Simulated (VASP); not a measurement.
# C in VASP: single point with PBEsol

Aim: the single point of C with PBEsol.

All numbers are computed with VASP 6.6.1; they aren't measurements. Logs are shortened: lines on timing, memory, paths and dates and some standing lists are left out, and cuts for length are marked.

**1. The cell of the first run**

The cell holds a slab with vacuum, 2 atoms: a = 2.459 Å, b = 8.870 Å, c = 2.459 Å, α = 82.03°, β = 60.00°, γ = 97.97°.

**2. Single point, PBEsol**

Input file INCAR:

```
SYSTEM = C
PREC = Accurate
ENCUT = 600
EDIFF = 1E-6
ISMEAR = 0
SIGMA = 0.1
LREAL = .FALSE.
LASPH = .TRUE.
NELM = 120
ALGO = Normal
ISIF = 2
LWAVE = .FALSE.
LCHARG = .TRUE.
GGA = PS
LELF = .TRUE.
LVHAR = .TRUE.
NBANDS = 11
ISYM = 0
GGA_COMPAT = .FALSE.
```

Input file KPOINTS:

```
regular mesh
0
G
  14 4 17
  0 0 0
```

Input file POSCAR:

```
C
1.0
    2.4588140220      0.0000000000      0.0000000000
   -1.2294070110      8.7848638289      0.0000000000
    1.2294070110      0.5161519728      2.0658925279
C
2
Direct
    0.3333333333      0.0000000000      0.3333333333
    0.6666666667      0.0000000000      0.6666666667
```

Potentials or basis: VASP PAW PBE potentials, release 64 (C).

Run with:

```
$ cat potpaw_PBE.64/C/POTCAR > POTCAR
$ mpirun -np 1 vasp_std > vasp.out
```

OUTCAR:

```text
SYSTEM = C
   PREC = Accurate
   ENCUT = 600
   EDIFF = 1E-6
   ISMEAR = 0
   LREAL = .FALSE.
   LASPH = .TRUE.
   NELM = 120
   ISIF = 2
   GGA = PS
   ISYM = 0

 ion  position               nearest neighbor table
   1  0.333  0.000  0.333-   2 1.42   2 1.42   2 1.42
   2  0.667  0.000  0.667-   1 1.42   1 1.42   1 1.42

IMPORTANT INFORMATION: All symmetrisations will be switched off!
NOSYMM: (Re-)initialisation of all symmetry stuff for point group C_1.

----------------------------------------------------------------------------------------

                                     Primitive cell

  volume of cell :      44.6240

  direct lattice vectors                    reciprocal lattice vectors
     2.458814022  0.000000000  0.000000000     0.406700137  0.056916079 -0.256246314
    -1.229407011  8.784863829  0.000000000     0.000000000  0.113832157 -0.028440343
     1.229407011  0.516151973  2.065892528     0.000000000  0.000000000  0.484052286

  length of vectors
     2.458814022  8.870472033  2.458814022     0.484052286  0.117331211  0.484052286

  position of ions in fractional coordinates (direct lattice)
     0.333333333  0.000000000  0.333333333
     0.666666667  0.000000000  0.666666667

  ion indices of the primitive-cell ions
   primitive index   ion index
                 1           1
                 2           2

----------------------------------------------------------------------------------------

 KPOINTS: regular mesh

Automatic generation of k-mesh.
 Grid dimensions read from file:
 generate k-points for:   14    4   17

 Generating k-lattice:

  Cartesian coordinates                     Fractional coordinates (reciprocal lattice)
     0.029050010  0.004065434 -0.018303308     0.071428571  0.000000000 -0.000000000
     0.000000000  0.028458039 -0.007110086     0.000000000  0.250000000  0.000000000
     0.000000000  0.000000000  0.028473664     0.000000000  0.000000000  0.058823529

  Length of vectors
     0.034575163  0.029332803  0.028473664

  Shift w.r.t. Gamma in fractional coordinates (k-lattice)
     0.000000000  0.000000000  0.000000000

 -----------------------------------------------------------------------------
|                                                                             |
|           W    W    AA    RRRRR   N    N  II  N    N   GGGG   !!!           |
|           W    W   A  A   R    R  NN   N  II  NN   N  G    G  !!!           |
|           W    W  A    A  R    R  N N  N  II  N N  N  G       !!!           |
|           W WW W  AAAAAA  RRRRR   N  N N  II  N  N N  G  GGG   !            |
|           WW  WW  A    A  R   R   N   NN  II  N   NN  G    G                |
|           W    W  A    A  R    R  N    N  II  N    N   GGGG   !!!           |
|                                                                             |
|     Your reciprocal lattice and k-lattice belong to different lattice       |
|     classes:                                                                |
|                                                                             |
|        The reciprocal lattice is hexagonal,                                 |
|        whereas your k-lattice is triclinic.                                 |
|                                                                             |
|     Results are often still useful ...                                      |
|                                                                             |
 -----------------------------------------------------------------------------

 WARNING: IBZKPT: internal override: KBLOWUP is changed to .FALSE.
      ... skipping the blow-up phase ...

 Subroutine IBZKPT returns following result:
 ===========================================

 Found    478 irreducible k-points:

 Following reciprocal coordinates:
            Coordinates               Weight
  0.000000  0.000000  0.000000      1.000000
  0.071429 -0.000000 -0.000000      2.000000
  0.142857 -0.000000  0.000000      2.000000
  0.214286 -0.000000 -0.000000      2.000000
  0.285714 -0.000000 -0.000000      2.000000
  0.357143 -0.000000  0.000000      2.000000
[... 16 lines left out ...]
  0.000000  0.500000  0.000000      1.000000
  0.071429  0.500000  0.000000      2.000000
 [... further k-points ...]
   k-points           NKPTS =    478   k-points in BZ     NKDIM =    478   number of bands    NBANDS=     11
   number of dos      NEDOS =    301   number of ions     NIONS =      2
   total plane-waves  NPLWV =  28800
   dimension x,y,z NGX =    20 NGY =   72 NGZ =   20
   dimension x,y,z NGXF=    40 NGYF=  144 NGZF=   40
   ions per type =               2
   NGX,Y,Z   is equivalent  to a cutoff of  13.52, 13.49, 13.52 a.u.
   NGXF,Y,Z  is equivalent  to a cutoff of  27.04, 26.99, 27.04 a.u.
 SYSTEM =  C
   PREC   = accura    normal or accurate (medium, high low for compatibility)
   ISTART =      0    job   : 0-new  1-cont  2-samecut
   ICHARG =      2    charge: 1-file 2-atom 10-const
   ISPIN  =      1    spin polarized calculation?
   LNONCOLLINEAR =      F non collinear calculations
   LSORBIT =      F    spin-orbit coupling
   LASPH  =      T    aspherical Exc in radial PAW
   ENCUT  =  600.0 eV  44.10 Ry    6.64 a.u.   4.91 17.72  4.91*2*pi/ulx,y,z
   NELM   =    120;   NELMIN=  2; NELMDL= -5     # of ELM steps
   EDIFF  = 0.1E-05   stopping-criterion for ELM
   LREAL  =      F    real-space projection
   EDIFFG = 0.1E-04   stopping-criterion for IOM
   NSW    =      0    number of steps for IOM
   IBRION =     -1    ionic relax: 0-MD 1-quasi-New 2-CG
   NFREE  =      0    steps in history (QN), initial steepest desc. (CG)
   ISIF   =      2    stress and relaxation
   ISYM   =      0    0-nonsym 1-usesym 2-fastsym
   POTIM  = 0.5000    time-step for ionic-motion
   TEBEG  =    0.0;   TEEND  =   0.0 temperature during run
   PSTRESS=    0.0 pullay stress
   NELECT =       8.0000    total number of electrons
   NUPDOWN=      -1.0000    fix difference up-down
   EMIN   =  10.00;   EMAX   =-10.00  energy-range for DOS
   EFERMI =   0.00;   METHOD = LEGACY
   ISMEAR =     0;   SIGMA  =   0.10  broadening in eV -4-tet -1-fermi 0-gaus
   EFERMI_NEDOS =   21; number of points for ismear=-14 and -15
   IALGO  =     38    algorithm
   IMIX   =      4    mixing-type and parameters
     AMIX     =   0.40;   BMIX     =  1.00
     AMIX_MAG =   1.60;   BMIX_MAG =  1.00
  volume/ion in A,a.u.               =      22.31       150.57
  Fermi-wavevector in a.u.,A,eV,Ry     =   0.923100  1.744406 11.593706  0.852113
  Thomas-Fermi vector in A             =   2.048699
   LORBIT       =      0    0 simple, 1 ext, 2 COOP (PROOUT), +10 PAW based schemes
   GGA     = PS    functional components
   LHFCALC =     F    Hartree Fock is set to
   AEXX    =    0.0000 exact exchange contribution
   IVDW    =     0    specifies the selected vdW correction
   LEPSILON=     F    determine dielectric tensor
   LRPA    =     F    only Hartree local field effects (RPA)
 non-spin polarized calculation
 Gauss-broadening in eV      SIGMA  =   0.10
  energy-cutoff  :      600.00
  volume of cell :       44.62
 maximum number of plane-waves:      1526
   NGX =  9   NGY = 35   NGZ =  9

 number of electron       8.0000000 magnetization

 Free energy of the ion-electron system (eV)
  ---------------------------------------------------
  ext. energy  EPLUGINS =         0.00000000
  ---------------------------------------------------
  free energy    TOTEN  =       -19.28846571 eV

  energy without entropy =      -19.28846571  energy(sigma->0) =      -19.28846571

 E-fermi :  -0.7717     XC(G=0):  -4.9812

 val. band max:       -1.2845199427   @ k =  -0.3571  -0.2500   0.2941
 cond. band min:      -0.2477055519   @ k =  -0.3571   0.2500   0.2941
 fundamental gap:      1.0368143908
 Fermi energy:        -0.7716920594

 k-point     1 :       0.0000    0.0000    0.0000
  band No.  band energies     occupation
      1     -20.3130      2.00000
      2      -8.4661      2.00000
      3      -3.7622      2.00000
      4      -3.7616      2.00000
      5       2.3497      0.00000
      6       4.7230      0.00000
      7       6.2679      0.00000
      8       7.5806      0.00000
      9       7.5811      0.00000
     10      10.7932      0.00000
     11      12.0405      0.00000

 k-point     2 :       0.0714   -0.0000   -0.0000
  band No.  band energies     occupation
      1     -20.1917      2.00000
      2      -8.3206      2.00000
      3      -4.2482      2.00000
      4      -4.0194      2.00000
      5       2.5305      0.00000
      6       4.7915      0.00000
      7       6.5362      0.00000
      8       7.6430      0.00000
      9       8.1031      0.00000
     10      10.3707      0.00000
     11      12.2533      0.00000

 k-point     3 :       0.1429   -0.0000    0.0000
  band No.  band energies     occupation
      1     -19.8289      2.00000
      2      -7.8872      2.00000
      3      -5.5220      2.00000
      4      -4.6576      2.00000
      5       3.0726      0.00000
      6       5.0539      0.00000
      7       7.2517      0.00000
      8       7.6975      0.00000
      9       9.2075      0.00000
     10       9.5244      0.00000
     11      12.9313      0.00000

 k-point     4 :       0.2143   -0.0000   -0.0000
  band No.  band energies     occupation
      1     -19.2276      2.00000
      2      -7.2367      2.00000
      3      -7.1752      2.00000
      4      -5.4282      2.00000
      5       3.9736      0.00000
      6       5.5854      0.00000
      7       7.4344      0.00000
      8       7.5259      0.00000
      9       8.5071      0.00000
     10      11.5592      0.00000
     11      13.1785      0.00000

 k-point     5 :       0.2857   -0.0000   -0.0000
  band No.  band energies     occupation
      1     -18.3932      2.00000
      2      -9.1216      2.00000
      3      -6.2058      2.00000
      4      -6.1469      2.00000
      5       5.2121      0.00000
      6       5.5264      0.00000
      7       6.4903      0.00000
      8       7.1943      0.00000
      9       9.9651      0.00000
     10      13.6809      0.00000
     11      13.9401      0.00000
[... 211 lines left out ...]
 k-point    21 :      -0.1429    0.2500   -0.0000
  band No.  band energies     occupation
      1     -19.8289      2.00000
      2      -7.8872      2.00000
      3      -5.5220      2.00000
      4      -4.6576      2.00000
      5       3.0449      0.00000
      6       5.1738      0.00000
      7       7.1083      0.00000
      8       7.6854      0.00000
      9       9.2073      0.00000
     10       9.5244      0.00000
     11      12.9372      0.00000

 k-point    22 :      -0.0714    0.2500    0.0000
  band No.  band energies     occupation
      1     -20.1917      2.00000
      2      -8.3207      2.00000
      3      -4.2482      2.00000
      4      -4.0194      2.00000
      5       2.6140      0.00000
      6       4.4381      0.00000
      7       6.9956      0.00000
      8       7.6459      0.00000
      9       8.1031      0.00000
     10      10.3707      0.00000
     11      12.2528      0.00000

 k-point    23 :       0.0000    0.5000    0.0000
  band No.  band energies     occupation
      1     -20.3130      2.00000
      2      -8.4665      2.00000
      3      -3.7621      2.00000
      4      -3.7615      2.00000
      5       3.0785      0.00000
      6       3.1535      0.00000
      7       7.5806      0.00000
      8       7.5811      0.00000
      9       8.3328      0.00000
     10      10.2822      0.00000
     11      10.7932      0.00000

 k-point    24 :       0.0714    0.5000    0.0000
  band No.  band energies     occupation
      1     -20.1917      2.00000
      2      -8.3210      2.00000
      3      -4.2482      2.00000
      4      -4.0193      2.00000
      5       3.0772      0.00000
      6       3.5087      0.00000
      7       7.6308      0.00000
      8       8.1031      0.00000
      9       8.3457      0.00000
     10      10.3707      0.00000
     11      10.6088      0.00000

 [... further k-points ...]
[... 5 lines left out ...]
  --------------------------------------------------------------------------------------
  -------------------------------------------------------------------------------------
  Total        0.0701566     -0.0301238      0.0406404     -0.0011890      0.0188661     -0.0047234
  in kB        2.5188980     -1.0815641      1.4591512     -0.0426905      0.6773690     -0.1695898
  external PRESSURE =       0.9654950 kB  Pullay stress =       0.0000000 kB

 VOLUME and BASIS-vectors are now :
 -----------------------------------------------------------------------------
  energy-cutoff  :      600.00
  volume of cell :       44.62
      direct lattice vectors                 reciprocal lattice vectors
     2.458814022  0.000000000  0.000000000     0.406700137  0.056916079 -0.256246314
    -1.229407011  8.784863829  0.000000000     0.000000000  0.113832157 -0.028440343
     1.229407011  0.516151973  2.065892528     0.000000000  0.000000000  0.484052286

 POSITION                                       TOTAL-FORCE (eV/Angst)
 -----------------------------------------------------------------------------------
      1.22941      0.17205      0.68863         0.004934     -0.003002     -0.012028
      2.45881      0.34410      1.37726        -0.004934      0.003002      0.012028
 -----------------------------------------------------------------------------------
    total drift:                                0.000000      0.000001     -0.000000

  FREE ENERGIE OF THE ION-ELECTRON SYSTEM (eV)
  ---------------------------------------------------
  free  energy   TOTEN  =       -19.2884657059 eV

  energy  without entropy=      -19.2884657059  energy(sigma->0) =      -19.28846571
```

Wall time 3.7 min (1 thread of Intel Xeon Platinum 8488C (Sapphire Rapids), shared host); peak memory 0.34 GiB.

What came out:

```
Free energy            : -19.2885 eV
Largest force          : 0.013 eV/Å
Band gap on the k mesh : 1.04 eV, direct
```

Forces in eV/Å, atoms in the order of the input:
```
C    0.005 -0.003 -0.012
C   -0.005  0.003  0.012
```

Levels at points of the mesh, in eV from the valence-band top:
```
           k point  band 1  band 2  band 3  band 4  band 5  band 6  band 7  band 8  band 9
(0.00, 0.00, 0.00)  -19.03   -7.18   -2.48   -2.48    3.63    6.01    7.55    8.87    8.87
(0.50, 0.00, 0.00)  -13.71  -12.77   -5.90   -1.85    2.18    7.95   12.08   12.25   12.36
(0.00, 0.50, 0.00)  -19.03   -7.18   -2.48   -2.48    4.36    4.44    8.87    8.87    9.62
(0.50, 0.50, 0.00)  -13.71  -12.77   -5.90   -1.85    2.18    7.95   11.57   11.70   13.26
```

Caveat: the PAW data sets were made with another functional, which shifts forces and pressure a little.
